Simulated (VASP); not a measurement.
# Nb (Pm-3m) in VASP: notebook, part 2 of 2

VASP 6.6.1.

## (3) Single point, r2SCAN, collinear spin, ferromagnetic start (volume scaled by 0.92)

POSCAR

```
Nb
1.0
    2.6342345003      0.0000000000      0.0000000000
    0.0000000000      2.6342345003      0.0000000000
    0.0000000000      0.0000000000      2.6342345003
Nb
1
Direct
    0.0000000000      0.0000000000      0.0000000000
```

INCAR.step1

```
SYSTEM = Nb
PREC     = Accurate       ! precision mode
ENCUT    = 520            ! plane-wave cutoff, eV
ISMEAR   = -1             ! smearing method
SIGMA    = 0.05           ! smearing width, eV
LREAL    = .False.        ! projectors in reciprocal space
LASPH    = .True.         ! aspherical terms in the spheres
NELM     = 150            ! most SCF steps
ISPIN    = 2              ! spin polarisation
MAGMOM   = 1              ! initial moments
LMAXMIX  = 4              ! l up to which the mixer works
NBANDS   = 16             ! bands
GGA      = PE             ! functional
ALGO     = Normal         ! electronic algorithm
EDIFF    = 1E-4           ! SCF threshold, eV
LWAVE    = .True.         ! write WAVECAR
LCHARG   = .False.        ! write CHGCAR
```

INCAR.step2

```
SYSTEM = Nb
PREC     = Accurate       ! precision mode
ENCUT    = 520            ! plane-wave cutoff, eV
EDIFF    = 1E-6           ! SCF threshold, eV
ISMEAR   = -1             ! smearing method
SIGMA    = 0.05           ! smearing width, eV
LREAL    = .False.        ! projectors in reciprocal space
LASPH    = .True.         ! aspherical terms in the spheres
NELM     = 150            ! most SCF steps
ALGO     = Normal         ! electronic algorithm
ISIF     = 2              ! what is computed and relaxed
LWAVE    = .False.        ! write WAVECAR
LCHARG   = .False.        ! write CHGCAR
ISPIN    = 2              ! spin polarisation
MAGMOM   = 1              ! initial moments
LORBIT   = 11             ! projections on sites
LMAXMIX  = 4              ! l up to which the mixer works
METAGGA  = R2SCAN         ! meta-GGA
LMIXTAU  = .True.       
NBANDS   = 16             ! bands
ISTART   = 1
```

KPOINTS

```
regular mesh
0
Gamma
  13 13 13
  0 0 0
```

Potentials or basis: VASP PAW PBE potentials, release 64 (Nb_sv).

The run is started by

```bash
$ cat potpaw_PBE.64/Nb_sv/POTCAR > POTCAR
$ cp INCAR.step1 INCAR
$ mpirun -np 1 vasp_std > vasp.out
$ cp INCAR.step2 INCAR
$ mpirun -np 1 vasp_std > vasp.out
```

OUTCAR:

```text
SYSTEM = Nb
   PREC = Accurate
   ENCUT = 520
   EDIFF = 1E-6
   ISMEAR = -1
   LREAL = .False.
   LASPH = .True.
   NELM = 150
   ISIF = 2
   ISPIN = 2
   LORBIT = 11
   METAGGA = R2SCAN
   ISTART = 1

 ion  position               nearest neighbor table
   1  0.000  0.000  0.000-

  LATTYP: Found a simple cubic cell.
 ALAT       =     2.6342345003

  Lattice vectors:

 A1 = (   2.6342345003,   0.0000000000,   0.0000000000)
 A2 = (   0.0000000000,   2.6342345003,   0.0000000000)
 A3 = (   0.0000000000,   0.0000000000,   2.6342345003)

Analysis of symmetry for initial positions (statically):
=====================================================================
 Subroutine PRICEL returns:
 Original cell was already a primitive cell.

 Routine SETGRP: Setting up the symmetry group for a
 simple cubic supercell.

 Subroutine GETGRP returns: Found 48 space group operations
 (whereof 48 operations were pure point group operations)
 out of a pool of 48 trial point group operations.

The static configuration has the point symmetry O_h .

Analysis of symmetry for dynamics (positions and initial velocities):
=====================================================================
[... 187 lines left out ...]
      5       4.9773      1.00000
      6       7.6687      1.00000
[... 435 lines left out ...]
      5       7.6169      1.00000
      6       9.2552      1.00000
[... 8 lines left out ...]
     15      34.5440      0.00000
     16      37.2846      0.00000

 [... further k-points ...]

 spin component 2

 k-point     1 :       0.0000    0.0000    0.0000
  band No.  band energies     occupation
      1     -45.3805      1.00000
      2     -19.6674      1.00000
      3     -19.6674      1.00000
      4     -19.6674      1.00000
      5       4.9773      1.00000
      6       7.6687      1.00000
[... 435 lines left out ...]
      5       7.6169      1.00000
      6       9.2552      1.00000
[... 8 lines left out ...]
     15      34.5441      0.00000
     16      37.2846      0.00000

 [... further k-points ...]
[... 5 lines left out ...]
  --------------------------------------------------------------------------------------
  -------------------------------------------------------------------------------------
  Total        1.4606305      1.4606305      1.4606305      0.0000000     -0.0000000      0.0000000
  in kB      128.0228957    128.0228957    128.0228957      0.0000000     -0.0000000      0.0000000
  external PRESSURE =     128.0228957 kB  Pullay stress =       0.0000000 kB

 VOLUME and BASIS-vectors are now :
 -----------------------------------------------------------------------------
  energy-cutoff  :      520.00
  volume of cell :       18.28
      direct lattice vectors                 reciprocal lattice vectors
     2.634234500  0.000000000  0.000000000     0.379616925  0.000000000  0.000000000
     0.000000000  2.634234500  0.000000000     0.000000000  0.379616925  0.000000000
     0.000000000  0.000000000  2.634234500     0.000000000  0.000000000  0.379616925

 POSITION                                       TOTAL-FORCE (eV/Angst)
 -----------------------------------------------------------------------------------
      0.00000      0.00000      0.00000         0.000000      0.000000      0.000000
 -----------------------------------------------------------------------------------
    total drift:                               -0.000000      0.000000      0.000000

  FREE ENERGIE OF THE ION-ELECTRON SYSTEM (eV)
  ---------------------------------------------------
  free  energy   TOTEN  =       -23.7859882668 eV

  energy  without entropy=      -23.7808484484  energy(sigma->0) =      -23.78341836

 total charge

# of ion       s       p       d       tot
------------------------------------------
    1        2.240   5.972   2.730  10.942

 magnetization (x)

# of ion       s       p       d       tot
------------------------------------------
    1       -0.000  -0.000   0.000   0.000
```

OUTCAR.step1:

```text
SYSTEM = Nb
   PREC = Accurate
   ENCUT = 520
   ISMEAR = -1
   LREAL = .False.
   LASPH = .True.
[... 1152 lines left out ...]
 -----------------------------------------------------------------------------------
      0.00000      0.00000      0.00000         0.000000      0.000000      0.000000
 -----------------------------------------------------------------------------------
    total drift:                               -0.000000      0.000000      0.000000

  FREE ENERGIE OF THE ION-ELECTRON SYSTEM (eV)
  ---------------------------------------------------
  free  energy   TOTEN  =        -9.1697870982 eV

  energy  without entropy=       -9.1631753789  energy(sigma->0) =       -9.16648124
```

OSZICAR.step1:

```text
N       E                     dE             d eps       ncg     rms          rms(c)
DAV:   1     0.120871894183E+03    0.12087E+03   -0.71836E+03  5408   0.848E+02
DAV:   2    -0.526602757097E+01   -0.12614E+03   -0.11850E+03  6040   0.302E+02
DAV:   3    -0.909346257386E+01   -0.38274E+01   -0.37344E+01  7928   0.502E+01
DAV:   4    -0.924704268075E+01   -0.15358E+00   -0.15334E+00  6416   0.869E+00
DAV:   5    -0.925276912477E+01   -0.57264E-02   -0.57257E-02  8088   0.142E+00    0.828E+00
DAV:   6    -0.916137807122E+01    0.91391E-01   -0.27525E-01  8408   0.595E+00    0.311E+00
DAV:   7    -0.915609748886E+01    0.52806E-02   -0.84664E-02  8200   0.291E+00    0.158E+00
DAV:   8    -0.916607468750E+01   -0.99772E-02   -0.12583E-02  7032   0.978E-01    0.898E-01
DAV:   9    -0.916878164061E+01   -0.27070E-02   -0.28497E-03  7176   0.498E-01    0.403E-01
DAV:  10    -0.916977751435E+01   -0.99587E-03   -0.15078E-03  7008   0.370E-01    0.714E-02
DAV:  11    -0.916978709820E+01   -0.95839E-05   -0.74917E-05  5136   0.776E-02
   1 F= -.91697871E+01 E0= -.91664812E+01  d E =-.661172E-02  mag=    -0.0004
```

Run time: 94 s. Hardware: 1 thread of Intel Xeon Platinum 8488C (Sapphire Rapids), shared host; peak memory 0.16 GiB.

Results:

```yaml
Free_energy: -23.7860 eV
Pressure: 12.8 GPa
Net_moment: 0.00 μB per cell
Valence_electrons_inside_the_program's_atomic_spheres: Nb 10.94
```

Levels at points of the mesh, in eV from the Fermi level:
Spin up:
| k point | band 4 | band 5 | band 6 | band 7 | band 8 | band 9 | band 10 | band 11 |
| --- | --- | --- | --- | --- | --- | --- | --- | --- |
| (0.00, 0.00, 0.00) | -30.79 | -6.14 | -3.45 | -3.45 | 6.01 | 6.01 | 6.01 | 16.42 |
Spin down:
```
           k point  band 3  band 4  band 5  band 6  band 7  band 8  band 9  band 10  band 11  band 12
(0.00, 0.00, 0.00)  -30.79  -30.79   -6.14   -3.45   -3.45    6.01    6.01     6.01    16.42    16.42
```

Caveat: the cell differs from its parent crystal (volume scaled by 0.92); the PAW data sets were made with another functional, which shifts forces and pressure a little.

## (4) Single point, r2SCAN, collinear spin, ferromagnetic start (volume scaled by 0.96)

POSCAR

```
Nb
1.0
    2.6718715067      0.0000000000      0.0000000000
    0.0000000000      2.6718715067      0.0000000000
    0.0000000000      0.0000000000      2.6718715067
Nb
1
Direct
    0.0000000000      0.0000000000      0.0000000000
```

INCAR.step1

```
PREC = Accurate ; ENCUT = 520
ISMEAR = -1 ; SIGMA = 0.05
LREAL = F ; LASPH = T
NELM = 150 ; ISPIN = 2
MAGMOM = 1 ; LMAXMIX = 4
NBANDS = 16 ; GGA = PE
ALGO = Normal ; EDIFF = 1E-4
LWAVE = T ; LCHARG = F
```

INCAR.step2

```
PREC = Accurate ; ENCUT = 520
EDIFF = 1E-7 ; ISMEAR = -1
SIGMA = 0.05 ; LREAL = F
LASPH = T ; NELM = 150
ALGO = Normal ; ISIF = 2
LWAVE = F ; LCHARG = T
ISPIN = 2 ; MAGMOM = 1
LORBIT = 11 ; LMAXMIX = 4
METAGGA = R2SCAN ; LMIXTAU = T
LELF = T ; LVHAR = T
NBANDS = 16 ; ISTART = 1
```

KPOINTS

```
Automatic mesh
0
Gamma
  13 13 13
```

The run is started by

```bash
$ cat potpaw_PBE.64/Nb_sv/POTCAR > POTCAR
$ cp INCAR.step1 INCAR
$ mpirun -np 1 vasp_std > vasp.out
$ cp INCAR.step2 INCAR
$ mpirun -np 1 vasp_std > vasp.out
```

Wall time 1.8 min (1 thread of Intel Xeon Platinum 8488C (Sapphire Rapids), shared host); peak memory 0.15 GiB.

Results (log left out):

```
Free energy                                           : -23.8309 eV
Pressure                                              : 5.4 GPa
Net moment                                            : 0.00 μB per cell
Valence electrons inside the program's atomic spheres : Nb 10.87
```

Levels at points of the mesh, in eV from the Fermi level:
Spin up:
```csv
k point,band 3,band 4,band 5,band 6,band 7,band 8,band 9,band 10,band 11,band 12
"(0.00, 0.00, 0.00)",-30.91,-30.91,-6.07,-3.27,-3.27,5.73,5.73,5.73,16.01,16.01
```
Spin down:
```
           k point  band 3  band 4  band 5  band 6  band 7  band 8  band 9  band 10  band 11  band 12
(0.00, 0.00, 0.00)  -30.91  -30.91   -6.07   -3.27   -3.27    5.73    5.73     5.73    16.01    16.01
```

Caveat: the cell differs from its parent crystal (volume scaled by 0.96); the PAW data sets were made with another functional, which shifts forces and pressure a little.

## (5) Single point, r2SCAN, collinear spin, ferromagnetic start

This run uses another cell than the first one, of 19.87 Å³/atom, 1.136 times its volume.

POSCAR

```
Nb
1.0
    2.7084770350      0.0000000000      0.0000000000
    0.0000000000      2.7084770350      0.0000000000
    0.0000000000      0.0000000000      2.7084770350
Nb
1
Direct
    0.0000000000      0.0000000000      0.0000000000
```

INCAR.step1

```
SYSTEM = Nb
PREC = Accurate
ENCUT = 520
ISMEAR = -1
SIGMA = 0.05
LREAL = .False.
LASPH = .True.
NELM = 150
ISPIN = 2
MAGMOM = 1
LMAXMIX = 4
NBANDS = 16
GGA = PE
ALGO = Normal
EDIFF = 1E-4
LWAVE = .True.
LCHARG = .False.
```

INCAR.step2

```
SYSTEM = Nb
PREC = Accurate
ENCUT = 520
EDIFF = 1E-7
ISMEAR = -1
SIGMA = 0.05
LREAL = .False.
LASPH = .True.
NELM = 150
ALGO = Normal
ISIF = 2
LWAVE = .False.
LCHARG = .True.
ISPIN = 2
MAGMOM = 1
LORBIT = 11
LMAXMIX = 4
METAGGA = R2SCAN
LMIXTAU = .True.
LELF = .True.
LVHAR = .True.
NBANDS = 16
ISTART = 1
```

KPOINTS

```
Automatic mesh
0
Gamma
  12 12 12
  0 0 0
```

The run is started by

```bash
$ cat potpaw_PBE.64/Nb_sv/POTCAR > POTCAR
$ cp INCAR.step1 INCAR
$ mpirun -np 1 vasp_std > vasp.out
$ cp INCAR.step2 INCAR
$ mpirun -np 1 vasp_std > vasp.out
```

Wall time 1.7 min (1 thread of Intel Xeon Platinum 8488C (Sapphire Rapids), shared host); peak memory 0.16 GiB.

The run converged. Its results:

- Free energy: -23.8524 eV
- Pressure: -0.1 GPa
- Net moment: 0.00 μB per cell
- Valence electrons inside the program's atomic spheres: Nb 10.81

Levels at points of the mesh, in eV from the Fermi level:
Spin up:
```tsv
k point	band 5	band 6	band 7	band 8	band 9	band 10
(0.00, 0.00, 0.00)	-5.93	-3.05	-3.05	5.53	5.53	5.53
(0.50, 0.00, 0.00)	-2.62	-2.10	0.43	2.14	2.14	5.87
(0.50, 0.50, 0.00)	-4.26	-1.13	2.85	2.85	6.13	6.13
(0.50, 0.50, 0.50)	-2.52	-2.52	-2.52	7.67	7.84	7.84
```
Spin down:
```
           k point  band 5  band 6  band 7  band 8  band 9  band 10
(0.00, 0.00, 0.00)   -5.93   -3.05   -3.05    5.53    5.53     5.53
(0.50, 0.00, 0.00)   -2.62   -2.10    0.43    2.14    2.14     5.87
(0.50, 0.50, 0.00)   -4.26   -1.13    2.85    2.85    6.13     6.13
(0.50, 0.50, 0.50)   -2.52   -2.52   -2.52    7.67    7.84     7.84
```

Caveat: the PAW data sets were made with another functional, which shifts forces and pressure a little.

## (6) Single point, r2SCAN, collinear spin, ferromagnetic start

This run uses another cell than the first one, of 19.87 Å³/atom, 1.136 times its volume.

POSCAR is that of step 5.

INCAR.step1

```
ALGO     = Normal         # electronic algorithm
EDIFF    = 1E-4           # SCF threshold, eV
ENCUT    = 520            # plane-wave cutoff, eV
GGA      = PE             # functional
ISMEAR   = -1             # smearing method
ISPIN    = 2              # spin polarisation
LASPH    = True           # aspherical terms in the spheres
LCHARG   = False          # write CHGCAR
LMAXMIX  = 4              # l up to which the mixer works
LREAL    = False          # projectors in reciprocal space
LWAVE    = True           # write WAVECAR
MAGMOM   = 1              # initial moments
NBANDS   = 16             # bands
NELM     = 150            # most SCF steps
PREC     = Accurate       # precision mode
SIGMA    = 0.05           # smearing width, eV
```

INCAR.step2

```
ALGO     = Normal         # electronic algorithm
EDIFF    = 1E-7           # SCF threshold, eV
ENCUT    = 520            # plane-wave cutoff, eV
ISIF     = 2              # what is computed and relaxed
ISMEAR   = -1             # smearing method
ISPIN    = 2              # spin polarisation
ISTART   = 1            
LASPH    = True           # aspherical terms in the spheres
LCHARG   = False          # write CHGCAR
LMAXMIX  = 4              # l up to which the mixer works
LMIXTAU  = True         
LORBIT   = 11             # projections on sites
LREAL    = False          # projectors in reciprocal space
LWAVE    = False          # write WAVECAR
MAGMOM   = 1              # initial moments
METAGGA  = R2SCAN         # meta-GGA
NBANDS   = 16             # bands
NELM     = 150            # most SCF steps
PREC     = Accurate       # precision mode
SIGMA    = 0.05           # smearing width, eV
```

KPOINTS

```
k-points
0
Gamma
  13 13 13
```

Potentials or basis: VASP PAW PBE potentials, release 64 (Nb_sv).

The run is started by

```bash
$ cat potpaw_PBE.64/Nb_sv/POTCAR > POTCAR
$ cp INCAR.step1 INCAR
$ mpirun -np 1 vasp_std > vasp.out
$ cp INCAR.step2 INCAR
$ mpirun -np 1 vasp_std > vasp.out
```

It took 1.7 min on 1 thread of Intel Xeon Platinum 8488C (Sapphire Rapids), shared host; peak memory 0.16 GiB.

The run converged. Its results:

| Property | Result |
| --- | --- |
| Free energy | -23.8425 eV |
| Pressure | -0.7 GPa |
| Net moment | 0.00 μB per cell |
| Valence electrons inside the program's atomic spheres | Nb 10.81 |

Levels at points of the mesh, in eV from the Fermi level:
Spin up:
```tsv
k point	band 5	band 6	band 7	band 8	band 9	band 10
(0.00, 0.00, 0.00)	-5.98	-3.10	-3.10	5.47	5.47	5.47
```
Spin down:
| k point | band 4 | band 5 | band 6 | band 7 | band 8 | band 9 | band 10 | band 11 |
| --- | --- | --- | --- | --- | --- | --- | --- | --- |
| (0.00, 0.00, 0.00) | -31.02 | -5.98 | -3.10 | -3.10 | 5.47 | 5.47 | 5.47 | 15.64 |

Caveat: the PAW data sets were made with another functional, which shifts forces and pressure a little.

## (7) Summary

```tsv
cell	k mesh	gap on the mesh (eV)	pressure (GPa)	moment (μB)
a = 2.595 Å, 1 atom	13 × 13 × 13	none	21.9	0.00
a = 2.634 Å, 1 atom	13 × 13 × 13	none	12.8	0.00
a = 2.672 Å, 1 atom	13 × 13 × 13	none	5.4	0.00
a = 2.708 Å, 1 atom	12 × 12 × 12	none	-0.1	0.00
a = 2.708 Å, 1 atom	13 × 13 × 13	none	-0.7	0.00
```

Alike in all rows: task single point; level r2SCAN; potentials or basis VASP PAW PBE potentials, release 64 (Nb_sv); spin collinear, ferromagnetic start; cutoff (eV) 520; smearing fermi-dirac 0.05 eV.

Caveats: the PAW data sets were made with another functional, which shifts forces and pressure a little.

Absolute energies hang on the potentials; compare differences alone.
